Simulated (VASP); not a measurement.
# KTaO3 (P4/mmm) in VASP: a series of runs

Runs on KTaO3. Level: r2SCAN. Tasks: single point.

Program: VASP 6.6.1. These are calculated values, not measurements. Logs are shortened: lines on timing, memory, paths and dates and some standing lists are left out, and cuts for length are marked.

## (1) The cell of the first run

The structure is tetragonal, space group P4/mmm (No. 123). Conventional cell: a = 3.988 Å, b = 3.988 Å, c = 4.337 Å, α = 90.00°, β = 90.00°, γ = 90.00°. K (site symmetry 4/mmm) has 12 O at 2.82 to 2.95 Å and 8 Ta at 3.56 Å within 3.7 Å. Ta (site symmetry 4/mmm) has 6 O at 1.99 to 2.17 Å within 2.6 Å. O (site symmetry 4/mmm) has 2 Ta at 2.17 Å and 4 K at 2.82 Å within 2.9 Å. O (site symmetry mmm) has 2 Ta at 1.99 Å within 2.6 Å.

## (2) Single point, r2SCAN (strain +0.0875 x Voigt [1, 0, 0, 0, 0, 0])

Contents of POSCAR:

```
KTaO3
1.0
    4.3372762500      0.0000000000      0.0000000000
    0.0000000000      3.9883000000      0.0000000000
    0.0000000000      0.0000000000      3.9883000000
K Ta O
1 1 3
Direct
    0.5000000000      0.5000000000      0.5000000000
    0.0000000000      0.0000000000      0.0000000000
    0.5000000000      0.0000000000      0.0000000000
    0.0000000000      0.5000000000      0.0000000000
    0.0000000000      0.0000000000      0.5000000000
```

Contents of INCAR.step1:

```
SYSTEM = KTaO3
ALGO = Normal
EDIFF = 1E-4
ENCUT = 520
GGA = PE
ISMEAR = 0
LASPH = .TRUE.
LCHARG = .FALSE.
LREAL = .FALSE.
LWAVE = .TRUE.
NBANDS = 27
NELM = 80
PREC = Accurate
SIGMA = 0.05
```

Contents of INCAR.step2:

```
SYSTEM = KTaO3
ALGO = Normal
EDIFF = 1E-7
ENCUT = 520
ISIF = 2
ISMEAR = 0
ISTART = 1
LASPH = .TRUE.
LCHARG = .FALSE.
LMIXTAU = .TRUE.
LREAL = .FALSE.
LWAVE = .FALSE.
METAGGA = R2SCAN
NBANDS = 27
NELM = 80
PREC = Accurate
SIGMA = 0.05
```

Contents of KPOINTS:

```
k-points
0
G
  6 6 6
  0 0 0
```

Potentials or basis: VASP PAW PBE potentials, release 64 (K_sv, Ta_pv, O).

Started as:

```bash
$ cat potpaw_PBE.64/K_sv/POTCAR potpaw_PBE.64/Ta_pv/POTCAR potpaw_PBE.64/O/POTCAR > POTCAR
$ cp INCAR.step1 INCAR
$ mpirun -np 1 vasp_std > vasp.out
$ cp INCAR.step2 INCAR
$ mpirun -np 1 vasp_std > vasp.out
```

OUTCAR:

```text
SYSTEM = KTaO3
   EDIFF = 1E-7
   ENCUT = 520
   ISIF = 2
   ISMEAR = 0
   ISTART = 1
   LASPH = .TRUE.
   LREAL = .FALSE.
   METAGGA = R2SCAN
   NELM = 80
   PREC = Accurate

 ion  position               nearest neighbor table
   1  0.500  0.500  0.500-   3 2.82   3 2.82   3 2.82   3 2.82   2 3.56   2 3.56   2 3.56   2 3.56
                             2 3.56   2 3.56   2 3.56   2 3.56
   2  0.000  0.000  0.000-   4 1.99   5 1.99   5 1.99   4 1.99   3 2.17   3 2.17   1 3.56   1 3.56
                             1 3.56   1 3.56   1 3.56   1 3.56   1 3.56   1 3.56
   3  0.500  0.000  0.000-   2 2.17   2 2.17   1 2.82   1 2.82   1 2.82   1 2.82
   4  0.000  0.500  0.000-   2 1.99   2 1.99
   5  0.000  0.000  0.500-   2 1.99   2 1.99

  LATTYP: Found a simple tetragonal cell.
 ALAT       =     3.9883000000
 C/A-ratio  =     1.0875000000

  Lattice vectors:

 A1 = (   0.0000000000,   3.9883000000,   0.0000000000)
 A2 = (   0.0000000000,   0.0000000000,   3.9883000000)
 A3 = (   4.3372762500,   0.0000000000,   0.0000000000)

Analysis of symmetry for initial positions (statically):
=====================================================================
 Subroutine PRICEL returns:
 Original cell was already a primitive cell.

 Routine SETGRP: Setting up the symmetry group for a
 simple tetragonal supercell.

 Subroutine GETGRP returns: Found 16 space group operations
 (whereof 16 operations were pure point group operations)
 out of a pool of 16 trial point group operations.

The static configuration has the point symmetry D_4h.

Analysis of symmetry for dynamics (positions and initial velocities):
=====================================================================
 Subroutine PRICEL returns:
 Original cell was already a primitive cell.

 Routine SETGRP: Setting up the symmetry group for a
 simple tetragonal supercell.

 Subroutine GETGRP returns: Found 16 space group operations
 (whereof 16 operations were pure point group operations)
 out of a pool of 16 trial point group operations.

The dynamic configuration has the point symmetry D_4h.

 Subroutine INISYM returns: Found 16 space group operations
 (whereof 16 operations are pure point group operations),
 and found     1 'primitive' translations

----------------------------------------------------------------------------------------

                                     Primitive cell

  volume of cell :      68.9910

  direct lattice vectors                    reciprocal lattice vectors
     4.337276250  0.000000000  0.000000000     0.230559444  0.000000000  0.000000000
     0.000000000  3.988300000  0.000000000     0.000000000  0.250733395  0.000000000
     0.000000000  0.000000000  3.988300000     0.000000000  0.000000000  0.250733395

  length of vectors
     4.337276250  3.988300000  3.988300000     0.230559444  0.250733395  0.250733395

  position of ions in fractional coordinates (direct lattice)
     0.500000000  0.500000000  0.500000000
     0.000000000  0.000000000  0.000000000
     0.500000000  0.000000000  0.000000000
     0.000000000  0.500000000  0.000000000
     0.000000000  0.000000000  0.500000000

  ion indices of the primitive-cell ions
   primitive index   ion index
                 1           1
                 2           2
                 3           3
                 4           4
                 5           5

----------------------------------------------------------------------------------------

 KPOINTS: k-points

Automatic generation of k-mesh.
 Grid dimensions read from file:
 generate k-points for:    6    6    6

 Generating k-lattice:

  Cartesian coordinates                     Fractional coordinates (reciprocal lattice)
     0.038426574  0.000000000  0.000000000     0.166666667  0.000000000  0.000000000
     0.000000000  0.041788899  0.000000000     0.000000000  0.166666667  0.000000000
     0.000000000  0.000000000  0.041788899     0.000000000  0.000000000  0.166666667

  Length of vectors
     0.038426574  0.041788899  0.041788899

  Shift w.r.t. Gamma in fractional coordinates (k-lattice)
     0.000000000  0.000000000  0.000000000

 Subroutine IBZKPT returns following result:
 ===========================================

 Found     40 irreducible k-points:

 Following reciprocal coordinates:
            Coordinates               Weight
  0.000000  0.000000  0.000000      1.000000
  0.166667  0.000000  0.000000      2.000000
  0.333333  0.000000  0.000000      2.000000
  0.500000  0.000000  0.000000      1.000000
  0.000000  0.166667  0.000000      4.000000
  0.166667  0.166667  0.000000      8.000000
[... 16 lines left out ...]
  0.333333  0.333333  0.166667     16.000000
  0.500000  0.333333  0.166667      8.000000
 [... further k-points ...]
   k-points           NKPTS =     40   k-points in BZ     NKDIM =     40   number of bands    NBANDS=     27
   number of dos      NEDOS =    301   number of ions     NIONS =      5
   total plane-waves  NPLWV =  28800
   dimension x,y,z NGX =    32 NGY =   30 NGZ =   30
   dimension x,y,z NGXF=    64 NGYF=   60 NGZF=   60
   ions per type =               1   1   3
   NGX,Y,Z   is equivalent  to a cutoff of  12.27, 12.51, 12.51 a.u.
   NGXF,Y,Z  is equivalent  to a cutoff of  24.53, 25.01, 25.01 a.u.
 SYSTEM =  KTaO3
   PREC   = accura    normal or accurate (medium, high low for compatibility)
   ISTART =      1    job   : 0-new  1-cont  2-samecut
   ICHARG =      0    charge: 1-file 2-atom 10-const
   ISPIN  =      1    spin polarized calculation?
   LNONCOLLINEAR =      F non collinear calculations
   LSORBIT =      F    spin-orbit coupling
   LASPH  =      T    aspherical Exc in radial PAW
   ENCUT  =  520.0 eV  38.22 Ry    6.18 a.u.   8.06  7.42  7.42*2*pi/ulx,y,z
   NELM   =     80;   NELMIN=  2; NELMDL=  0     # of ELM steps
   EDIFF  = 0.1E-06   stopping-criterion for ELM
   LREAL  =      F    real-space projection
   EDIFFG = 0.1E-05   stopping-criterion for IOM
   NSW    =      0    number of steps for IOM
   IBRION =     -1    ionic relax: 0-MD 1-quasi-New 2-CG
   NFREE  =      0    steps in history (QN), initial steepest desc. (CG)
   ISIF   =      2    stress and relaxation
   ISYM   =      2    0-nonsym 1-usesym 2-fastsym
   POTIM  = 0.5000    time-step for ionic-motion
   TEBEG  =    0.0;   TEEND  =   0.0 temperature during run
   PSTRESS=    0.0 pullay stress
   NELECT =      38.0000    total number of electrons
   NUPDOWN=      -1.0000    fix difference up-down
   EMIN   =  10.00;   EMAX   =-10.00  energy-range for DOS
   EFERMI =   0.00;   METHOD = LEGACY
   ISMEAR =     0;   SIGMA  =   0.05  broadening in eV -4-tet -1-fermi 0-gaus
   EFERMI_NEDOS =   21; number of points for ismear=-14 and -15
   IALGO  =     38    algorithm
   IMIX   =      4    mixing-type and parameters
     AMIX     =   0.40;   BMIX     =  1.00
     AMIX_MAG =   1.60;   BMIX_MAG =  1.00
  volume/ion in A,a.u.               =      13.80        93.11
  Fermi-wavevector in a.u.,A,eV,Ry     =   1.341957  2.535930 24.502016  1.800847
  Thomas-Fermi vector in A             =   2.470149
   LORBIT       =      0    0 simple, 1 ext, 2 COOP (PROOUT), +10 PAW based schemes
   METAGGA = R2SCAN    functional components
   LHFCALC =     F    Hartree Fock is set to
   AEXX    =    0.0000 exact exchange contribution
   IVDW    =     0    specifies the selected vdW correction
   LEPSILON=     F    determine dielectric tensor
   LRPA    =     F    only Hartree local field effects (RPA)
 non-spin polarized calculation
 Gauss-broadening in eV      SIGMA  =   0.05
  energy-cutoff  :      520.00
  volume of cell :       68.99
 maximum number of plane-waves:      1884
   NGX = 17   NGY = 15   NGZ = 15

 number of electron      37.9999982 magnetization

 Free energy of the ion-electron system (eV)
  ---------------------------------------------------
  ext. energy  EPLUGINS =         0.00000000
  ---------------------------------------------------
  free energy    TOTEN  =       -86.67893732 eV

  energy without entropy =      -86.67893732  energy(sigma->0) =      -86.67893732

 E-fermi :   1.2595     XC(G=0): -11.0866

 val. band max:        0.9579145714   @ k =   0.5000   0.5000   0.5000
 cond. band min:       3.2033668722   @ k =   0.0000   0.0000   0.0000
 fundamental gap:      2.2454523008
 Fermi energy:         1.2595249745

 k-point     1 :       0.0000    0.0000    0.0000
  band No.  band energies     occupation
      1     -34.8465      2.00000
      2     -34.8465      2.00000
      3     -34.7972      2.00000
      4     -27.6296      2.00000
      5     -17.6955      2.00000
      6     -17.1854      2.00000
[... 19 lines left out ...]
     26       9.3382      0.00000
     27       9.7473      0.00000

 k-point     2 :       0.1667    0.0000    0.0000
  band No.  band energies     occupation
      1     -34.8463      2.00000
      2     -34.8463      2.00000
      3     -34.8046      2.00000
      4     -27.6268      2.00000
      5     -17.6987      2.00000
      6     -17.1834      2.00000
[... 19 lines left out ...]
     26       9.5901      0.00000
     27       9.9994      0.00000

 k-point     3 :       0.3333    0.0000    0.0000
  band No.  band energies     occupation
      1     -34.8459      2.00000
      2     -34.8458      2.00000
      3     -34.8196      2.00000
      4     -27.6211      2.00000
      5     -17.7086      2.00000
      6     -17.1795      2.00000
[... 19 lines left out ...]
     26      10.1315      0.00000
     27      10.6107      0.00000

 k-point     4 :       0.5000    0.0000    0.0000
  band No.  band energies     occupation
      1     -34.8456      2.00000
      2     -34.8456      2.00000
      3     -34.8270      2.00000
      4     -27.6183      2.00000
      5     -17.7149      2.00000
      6     -17.1776      2.00000
[... 19 lines left out ...]
     26      10.4263      0.00000
     27      11.0532      0.00000

 k-point     5 :       0.0000    0.1667    0.0000
  band No.  band energies     occupation
      1     -34.8708      2.00000
      2     -34.8457      2.00000
      3     -34.7963      2.00000
      4     -27.6244      2.00000
      5     -17.5813      2.00000
      6     -17.0472      2.00000
[... 19 lines left out ...]
     26       9.7280      0.00000
     27      10.1172      0.00000

 k-point     6 :       0.1667    0.1667    0.0000
  band No.  band energies     occupation
      1     -34.8706      2.00000
      2     -34.8455      2.00000
      3     -34.8038      2.00000
      4     -27.6220      2.00000
      5     -17.5791      2.00000
      6     -17.0458      2.00000
[... 444 lines left out ...]
      1     -34.9179      2.00000
      2     -34.8682      2.00000
      3     -34.7938      2.00000
      4     -27.6103      2.00000
      5     -17.2368      2.00000
      6     -16.5766      2.00000
[... 19 lines left out ...]
     26      10.9665      0.00000
     27      11.4571      0.00000

 k-point    22 :       0.1667    0.3333    0.1667
  band No.  band energies     occupation
      1     -34.9176      2.00000
      2     -34.8680      2.00000
      3     -34.8012      2.00000
      4     -27.6087      2.00000
      5     -17.2214      2.00000
      6     -16.5741      2.00000
[... 19 lines left out ...]
     26      11.1078      0.00000
     27      11.5552      0.00000

 k-point    23 :       0.3333    0.3333    0.1667
  band No.  band energies     occupation
      1     -34.9170      2.00000
      2     -34.8675      2.00000
      3     -34.8159      2.00000
      4     -27.6056      2.00000
      5     -17.1965      2.00000
      6     -16.5728      2.00000
[... 19 lines left out ...]
     26      11.3749      0.00000
     27      11.7617      0.00000

 k-point    24 :       0.5000    0.3333    0.1667
  band No.  band energies     occupation
      1     -34.9167      2.00000
      2     -34.8673      2.00000
      3     -34.8232      2.00000
      4     -27.6041      2.00000
      5     -17.1863      2.00000
      6     -16.5732      2.00000
[... 19 lines left out ...]
     26      11.4331      0.00000
     27      11.8229      0.00000

 [... further k-points ...]

------------------------ aborting loop because EDIFF is reached ----------------------------------------

  FORCE on cell =-STRESS in cart. coord.  units (eV):
  Direction    XX          YY          ZZ          XY          YZ          ZX
  --------------------------------------------------------------------------------------
  -------------------------------------------------------------------------------------
  Total      -10.8095832     -2.0843873     -2.0843873      0.0000000      0.0000000      0.0000000
  in kB     -251.0306840    -48.4056742    -48.4056742      0.0000000      0.0000000      0.0000000
  external PRESSURE =    -115.9473441 kB  Pullay stress =       0.0000000 kB

 VOLUME and BASIS-vectors are now :
 -----------------------------------------------------------------------------
  energy-cutoff  :      520.00
  volume of cell :       68.99
      direct lattice vectors                 reciprocal lattice vectors
     4.337276250  0.000000000  0.000000000     0.230559444  0.000000000  0.000000000
     0.000000000  3.988300000  0.000000000     0.000000000  0.250733395  0.000000000
     0.000000000  0.000000000  3.988300000     0.000000000  0.000000000  0.250733395

 POSITION                                       TOTAL-FORCE (eV/Angst)
 -----------------------------------------------------------------------------------
      2.16864      1.99415      1.99415         0.000000      0.000000      0.000000
      0.00000      0.00000      0.00000         0.000000      0.000000      0.000000
      2.16864      0.00000      0.00000         0.000000      0.000000      0.000000
      0.00000      1.99415      0.00000         0.000000      0.000000      0.000000
      0.00000      0.00000      1.99415         0.000000      0.000000      0.000000
 -----------------------------------------------------------------------------------
    total drift:                                0.000000      0.000000     -0.000000

  FREE ENERGIE OF THE ION-ELECTRON SYSTEM (eV)
  ---------------------------------------------------
  free  energy   TOTEN  =       -86.6789373184 eV

  energy  without entropy=      -86.6789373184  energy(sigma->0) =      -86.67893732
```

It took 2.6 min on 1 thread of Intel Xeon Platinum 8488C (Sapphire Rapids), shared host; peak memory 0.22 GiB.

Results:

- Free energy: -86.6789 eV
- Pressure: -11.6 GPa
- Band gap on the k mesh: 2.25 eV, indirect (least direct gap 2.73 eV)

Levels at points of the mesh, in eV from the valence-band top:
```csv
k point,band 17,band 18,band 19,band 20,band 21,band 22
"(0.00, 0.00, 0.00)",-0.74,-0.49,-0.49,2.25,2.25,2.35
"(0.50, 0.00, 0.00)",-1.60,-1.11,-1.11,2.42,4.16,4.16
"(0.00, 0.50, 0.00)",-1.20,-0.94,-0.69,2.39,5.10,5.11
"(0.50, 0.50, 0.00)",-1.79,-1.76,-0.10,4.20,5.12,5.83
"(0.00, 0.50, 0.50)",-0.88,-0.88,-0.23,5.14,5.14,5.80
"(0.50, 0.50, 0.50)",-0.21,0.00,0.00,5.93,5.93,6.54
```

Caveat: the cell differs from its parent crystal (strain +0.0875 x Voigt [1, 0, 0, 0, 0, 0]); the PAW data sets were made with another functional, which shifts forces and pressure a little; spin-orbit coupling is left out, which moves the levels of the heavy elements.

## (3) Single point, r2SCAN (strain +0.1000 x Voigt [1, 0, 0, 0, 0, 0])

POSCAR, as its differences from that of step 2:

```diff
@@ -2,3 +2,3 @@
 1.0
-    4.3372762500      0.0000000000      0.0000000000
+    4.3871300000      0.0000000000      0.0000000000
     0.0000000000      3.9883000000      0.0000000000
```

Contents of INCAR.step1:

```
SYSTEM = KTaO3
PREC = Accurate
ENCUT = 520
ISMEAR = 0
SIGMA = 0.05
LREAL = .FALSE.
LASPH = .TRUE.
NELM = 100
NBANDS = 27
GGA = PE
ALGO = Normal
EDIFF = 1E-4
LWAVE = .TRUE.
LCHARG = .FALSE.
```

Contents of INCAR.step2:

```
SYSTEM = KTaO3
PREC = Accurate
ENCUT = 520
EDIFF = 1E-7
ISMEAR = 0
SIGMA = 0.05
LREAL = .FALSE.
LASPH = .TRUE.
NELM = 100
ALGO = Normal
ISIF = 2
LWAVE = .FALSE.
LCHARG = .FALSE.
METAGGA = R2SCAN
LMIXTAU = .TRUE.
NBANDS = 27
ISTART = 1
```

Contents of KPOINTS:

```
Automatic mesh
0
G
  6 6 6
  0 0 0
```

Potentials or basis: VASP PAW PBE potentials, release 64 (K_sv, Ta_pv, O).

Started as:

```bash
$ cat potpaw_PBE.64/K_sv/POTCAR potpaw_PBE.64/Ta_pv/POTCAR potpaw_PBE.64/O/POTCAR > POTCAR
$ cp INCAR.step1 INCAR
$ mpirun -np 1 vasp_std > vasp.out
$ cp INCAR.step2 INCAR
$ mpirun -np 1 vasp_std > vasp.out
```

It took 3.2 min on 1 thread of Intel Xeon Platinum 8488C (Sapphire Rapids), shared host; peak memory 0.23 GiB.

Results (log left out):

```
Free energy            : -86.5507 eV
Pressure               : -12.7 GPa
Band gap on the k mesh : 2.19 eV, indirect (least direct gap 2.63 eV)
```

Stress tensor (GPa, compression positive):
```
-27.04   0.00   0.00
  0.00  -5.50   0.00
  0.00   0.00  -5.50
```

Levels at points of the mesh, in eV from the valence-band top:
```tsv
k point	band 17	band 18	band 19	band 20	band 21	band 22
(0.00, 0.00, 0.00)	-0.75	-0.44	-0.44	2.19	2.19	2.30
(0.50, 0.00, 0.00)	-1.49	-1.16	-1.16	2.36	4.00	4.00
(0.00, 0.50, 0.00)	-1.15	-0.94	-0.65	2.33	5.04	5.05
(0.50, 0.50, 0.00)	-1.81	-1.76	-0.11	4.05	5.06	5.71
(0.00, 0.50, 0.50)	-0.82	-0.82	-0.26	5.08	5.08	5.52
(0.50, 0.50, 0.50)	-0.25	0.00	0.00	5.81	5.81	6.48
```

Caveat: the cell differs from its parent crystal (strain +0.1000 x Voigt [1, 0, 0, 0, 0, 0]); the PAW data sets were made with another functional, which shifts forces and pressure a little; spin-orbit coupling is left out, which moves the levels of the heavy elements. A k mesh can miss the band edges.
